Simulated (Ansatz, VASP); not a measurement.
**One calculation of C, two programs**

```xyz
4
Lattice="2.4657 0.0000 0.0000 -1.2328 2.1353 0.0000 0.0000 0.0000 17.5001" Properties=species:S:1:pos:R:3 pbc="T T T"
C     1.2328    0.7118    4.5000
C     0.0000    1.4235    4.5000
C     1.2328    0.7118    8.4101
C     2.4657    0.0000    8.4100
```

Alike in both runs: task single point; functional PBE; dispersion D3(BJ); k mesh 15 × 15 × 1; occupations gaussian, width 0.1 eV; no spin polarisation.

|  | VASP | Ansatz |
| --- | --- | --- |
| version | VASP 6.6.1 | Ansatz 0.2.0 |
| potentials or method | VASP PAW PBE potentials, release 64 (C), cutoff 520 eV | scalar-relativistic, plane waves, PAW |
| valence electrons in the cell | 16 | 16 |

|  | VASP | Ansatz | Ansatz less VASP |
| --- | --- | --- | --- |
| gap on the k mesh at the Fermi level (eV) | none | none | - |
| rms of the force components (eV/Å) | 0.016 | 0.016 | 0.0000 |

Atom by atom the forces differ by 0.000 eV/Å (rms over components). A gap of «none» marks a metal or a gap that the smearing closes.
